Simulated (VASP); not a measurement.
# Cu3O2 (R-3m) in VASP: single point with PBE

Aim: the single point of Cu3O2 with PBE.

Program: VASP 6.6.1. These are calculated values, not measurements. Logs are shortened: lines on timing, memory, paths and dates and some standing lists are left out, and cuts for length are marked.

## Step 1: The cell of the first run

It takes space group R-3m (No. 166, trigonal). The conventional cell has a = 5.926 Å, b = 5.926 Å, c = 6.587 Å, α = 90.00°, β = 90.00°, γ = 120.00°. Within 2.4 Å of Cu (site symmetry 2/m) lie 2 O at 1.82 Å. Within 2.4 Å of O (site symmetry 3m) lie 3 Cu at 1.82 Å.

## Step 2: Single point, PBE

The input, INCAR:

```
PREC     = Accurate       # precision mode
ENCUT    = 520            # plane-wave cutoff, eV
EDIFF    = 1E-7           # SCF threshold, eV
ISMEAR   = 0              # smearing method
SIGMA    = 0.1            # smearing width, eV
LREAL    = False          # projectors in reciprocal space
LASPH    = True           # aspherical terms in the spheres
NELM     = 60             # most SCF steps
ALGO     = Normal         # electronic algorithm
ISIF     = 2              # what is computed and relaxed
LWAVE    = False          # write WAVECAR
LCHARG   = False          # write CHGCAR
GGA      = PE             # functional
NBANDS   = 30             # bands
```

The input, KPOINTS:

```
Automatic mesh
0
Gamma
  6 6 6
```

The input, POSCAR:

```
Cu3O2
1.0
    2.9630035000      1.7106909000      2.1957922000
   -2.9630035000      1.7106909000      2.1957922000
    0.0000000000     -3.4213818000      2.1957922000
Cu O
3 2
Direct
    0.5000000000      0.0000000000      0.0000000000
    0.0000000000      0.5000000000      0.0000000000
    0.0000000000      0.0000000000      0.5000000000
    0.2629700000      0.2629700000      0.2629700000
    0.7370300000      0.7370300000      0.7370300000
```

Potentials or basis: VASP PAW PBE potentials, release 64 (Cu, O).

The run is started by

```bash
> cat potpaw_PBE.64/Cu/POTCAR potpaw_PBE.64/O/POTCAR > POTCAR
> mpirun -np 1 vasp_std > vasp.out
```

OUTCAR:

```text
PREC = Accurate
   ENCUT = 520
   EDIFF = 1E-7
   ISMEAR = 0
   LREAL = False
   LASPH = True
   NELM = 60
   ISIF = 2
   GGA = PE

 ion  position               nearest neighbor table
   1  0.500  0.000  0.000-   4 1.82   5 1.82   3 2.78   3 2.78   2 2.78   2 2.78
   2  0.000  0.500  0.000-   4 1.82   5 1.82   3 2.78   3 2.78   1 2.78   1 2.78
   3  0.000  0.000  0.500-   4 1.82   5 1.82   1 2.78   2 2.78   2 2.78   1 2.78
   4  0.263  0.263  0.263-   1 1.82   2 1.82   3 1.82
   5  0.737  0.737  0.737-   1 1.82   2 1.82   3 1.82

  LATTYP: Found a trigonal (rhomboedric) cell.
 ALAT       =     4.0653851579
 COS(alpha) =    -0.0624070160

  Lattice vectors:

 A1 = (   2.9630035000,   1.7106909000,   2.1957922000)
 A2 = (  -2.9630035000,   1.7106909000,   2.1957922000)
 A3 = (   0.0000000000,  -3.4213818000,   2.1957922000)

Analysis of symmetry for initial positions (statically):
=====================================================================
 Subroutine PRICEL returns:
 Original cell was already a primitive cell.

 Routine SETGRP: Setting up the symmetry group for a
 trigonal (rhombohedral) supercell.

 Subroutine GETGRP returns: Found 12 space group operations
 (whereof 12 operations were pure point group operations)
 out of a pool of 12 trial point group operations.

The static configuration has the point symmetry D_3d.

Analysis of symmetry for dynamics (positions and initial velocities):
=====================================================================
 Subroutine PRICEL returns:
 Original cell was already a primitive cell.

 Routine SETGRP: Setting up the symmetry group for a
 trigonal (rhombohedral) supercell.

 Subroutine GETGRP returns: Found 12 space group operations
 (whereof 12 operations were pure point group operations)
 out of a pool of 12 trial point group operations.

The dynamic configuration has the point symmetry D_3d.

 Subroutine INISYM returns: Found 12 space group operations
 (whereof 12 operations are pure point group operations),
 and found     1 'primitive' translations

----------------------------------------------------------------------------------------

                                     Primitive cell

  volume of cell :      66.7800

  direct lattice vectors                    reciprocal lattice vectors
     2.963003500  1.710690900  2.195792200     0.168747691  0.097426523  0.151805500
    -2.963003500  1.710690900  2.195792200    -0.168747691  0.097426523  0.151805500
[... 89 lines left out ...]
   ENCUT  =  520.0 eV  38.22 Ry    6.18 a.u.   7.56  7.56  7.56*2*pi/ulx,y,z
   NELM   =     60;   NELMIN=  2; NELMDL= -5     # of ELM steps
   EDIFF  = 0.1E-06   stopping-criterion for ELM
   LREAL  =      F    real-space projection
   EDIFFG = 0.1E-05   stopping-criterion for IOM
   NSW    =      0    number of steps for IOM
   IBRION =     -1    ionic relax: 0-MD 1-quasi-New 2-CG
   NFREE  =      0    steps in history (QN), initial steepest desc. (CG)
   ISIF   =      2    stress and relaxation
   ISYM   =      2    0-nonsym 1-usesym 2-fastsym
   POTIM  = 0.5000    time-step for ionic-motion
   TEBEG  =    0.0;   TEEND  =   0.0 temperature during run
   PSTRESS=    0.0 pullay stress
   NELECT =      45.0000    total number of electrons
   NUPDOWN=      -1.0000    fix difference up-down
   EMIN   =  10.00;   EMAX   =-10.00  energy-range for DOS
   EFERMI =   0.00;   METHOD = LEGACY
   ISMEAR =     0;   SIGMA  =   0.10  broadening in eV -4-tet -1-fermi 0-gaus
   EFERMI_NEDOS =   21; number of points for ismear=-14 and -15
   IALGO  =     38    algorithm
   IMIX   =      4    mixing-type and parameters
     AMIX     =   0.40;   BMIX     =  1.00
     AMIX_MAG =   1.60;   BMIX_MAG =  1.00
  volume/ion in A,a.u.               =      13.36        90.13
  Fermi-wavevector in a.u.,A,eV,Ry     =   1.435259  2.712246 28.027570  2.059968
  Thomas-Fermi vector in A             =   2.554577
   LORBIT       =      0    0 simple, 1 ext, 2 COOP (PROOUT), +10 PAW based schemes
   GGA     = PE    functional components
   LHFCALC =     F    Hartree Fock is set to
   AEXX    =    0.0000 exact exchange contribution
   IVDW    =     0    specifies the selected vdW correction
   LEPSILON=     F    determine dielectric tensor
   LRPA    =     F    only Hartree local field effects (RPA)
 non-spin polarized calculation
 Gauss-broadening in eV      SIGMA  =   0.10
  energy-cutoff  :      520.00
  volume of cell :       66.78
 maximum number of plane-waves:      1817
   NGX = 15   NGY = 15   NGZ = 15

 number of electron      44.9999996 magnetization

 Free energy of the ion-electron system (eV)
  ---------------------------------------------------
  ext. energy  EPLUGINS =         0.00000000
  ---------------------------------------------------
  free energy    TOTEN  =       -23.10159065 eV

  energy without entropy =      -23.06922161  energy(sigma->0) =      -23.08540613

 E-fermi :   3.3047     XC(G=0): -10.5543

 val. band max:        3.2982718181   @ k =  -0.3333  -0.3333   0.1667
 cond. band min:       3.3202441094   @ k =  -0.1667   0.5000   0.1667
 fundamental gap:      0.0219722913
 Fermi energy:         3.3047125100

 k-point     1 :       0.0000    0.0000    0.0000
  band No.  band energies     occupation
      1     -15.5292      2.00000
      2     -14.6717      2.00000
      3      -2.9770      2.00000
      4      -2.9770      2.00000
      5      -2.0214      2.00000
      6      -0.8769      2.00000
[... 781 lines left out ...]
     29      12.2780      0.00000
     30      15.6185      0.00000

 [... further k-points ...]
[... 5 lines left out ...]
  --------------------------------------------------------------------------------------
  -------------------------------------------------------------------------------------
  Total        0.4520825      0.4520825      0.1396784      0.0000000      0.0000000      0.0000000
  in kB       10.8463113     10.8463117      3.3511488      0.0000000      0.0000000      0.0000000
  external PRESSURE =       8.3479240 kB  Pullay stress =       0.0000000 kB

 VOLUME and BASIS-vectors are now :
 -----------------------------------------------------------------------------
  energy-cutoff  :      520.00
  volume of cell :       66.78
      direct lattice vectors                 reciprocal lattice vectors
     2.963003500  1.710690900  2.195792200     0.168747691  0.097426523  0.151805500
    -2.963003500  1.710690900  2.195792200    -0.168747691  0.097426523  0.151805500
     0.000000000 -3.421381800  2.195792200     0.000000000 -0.194853046  0.151805500

 POSITION                                       TOTAL-FORCE (eV/Angst)
 -----------------------------------------------------------------------------------
      1.48150      0.85535      1.09790        -0.000000      0.000000     -0.000000
     -1.48150      0.85535      1.09790         0.000000      0.000000      0.000000
      0.00000     -1.71069      1.09790        -0.000000     -0.000000     -0.000000
      0.00000      0.00000      1.73228         0.000000     -0.000000      0.084941
      0.00000      0.00000      4.85509         0.000000      0.000000     -0.084941
 -----------------------------------------------------------------------------------
    total drift:                                0.000000     -0.000000      0.000000

  FREE ENERGIE OF THE ION-ELECTRON SYSTEM (eV)
  ---------------------------------------------------
  free  energy   TOTEN  =       -23.1015906466 eV

  energy  without entropy=      -23.0692216108  energy(sigma->0) =      -23.08540613
```

OSZICAR:

```text
N       E                     dE             d eps       ncg     rms          rms(c)
DAV:   1     0.439376049596E+03    0.43938E+03   -0.20754E+04  1920   0.225E+03
DAV:   2     0.422068074056E+02   -0.39717E+03   -0.37322E+03  1980   0.433E+02
DAV:   3    -0.270662125446E+02   -0.69273E+02   -0.65546E+02  2576   0.202E+02
DAV:   4    -0.305147463869E+02   -0.34485E+01   -0.34220E+01  2536   0.505E+01
DAV:   5    -0.305571126807E+02   -0.42366E-01   -0.42353E-01  2520   0.589E+00    0.202E+01
DAV:   6    -0.277489009332E+02    0.28082E+01   -0.60745E+01  2572   0.169E+02    0.157E+01
DAV:   7    -0.229893075603E+02    0.47596E+01   -0.19770E+01  2414   0.117E+02    0.303E+00
DAV:   8    -0.231728055168E+02   -0.18350E+00   -0.27539E+00  2184   0.102E+01    0.200E+00
DAV:   9    -0.231315996436E+02    0.41206E-01   -0.30333E-01  3088   0.781E+00    0.128E+00
DAV:  10    -0.231126584198E+02    0.18941E-01   -0.65779E-02  2276   0.243E+00    0.950E-01
DAV:  11    -0.231013509421E+02    0.11307E-01   -0.38475E-02  2762   0.151E+00    0.187E-01
DAV:  12    -0.231015198549E+02   -0.16891E-03   -0.36982E-03  2678   0.587E-01    0.840E-02
DAV:  13    -0.231015815682E+02   -0.61713E-04   -0.48895E-04  2556   0.175E-01    0.156E-02
DAV:  14    -0.231015905820E+02   -0.90138E-05   -0.33118E-05  2940   0.642E-02    0.442E-03
DAV:  15    -0.231015907316E+02   -0.14961E-06   -0.26122E-06  2482   0.264E-02    0.194E-03
DAV:  16    -0.231015906466E+02    0.84993E-07   -0.29150E-07  1786   0.869E-03
   1 F= -.23101591E+02 E0= -.23085406E+02  d E =-.323690E-01
```

Wall time 32 s (1 thread of Intel Xeon 6975P-C (Granite Rapids), shared host); peak memory 0.19 GiB.

What came out:

| Property | Result |
| --- | --- |
| Free energy | -23.1016 eV |
| Pressure | 0.8 GPa |
| Largest force | 0.085 eV/Å |

Forces on the atoms (eV/Å):
```
Cu   0.000  0.000  0.000
Cu   0.000  0.000  0.000
Cu   0.000  0.000  0.000
O    0.000  0.000  0.085
O    0.000  0.000 -0.085
```

Caveat: an odd number of electrons without spin polarisation forces a metal; a magnetic or distorted state may lie lower. With open d or f shells a metallic result of PBE can be an artefact of self-interaction; +U or a hybrid may open a gap.
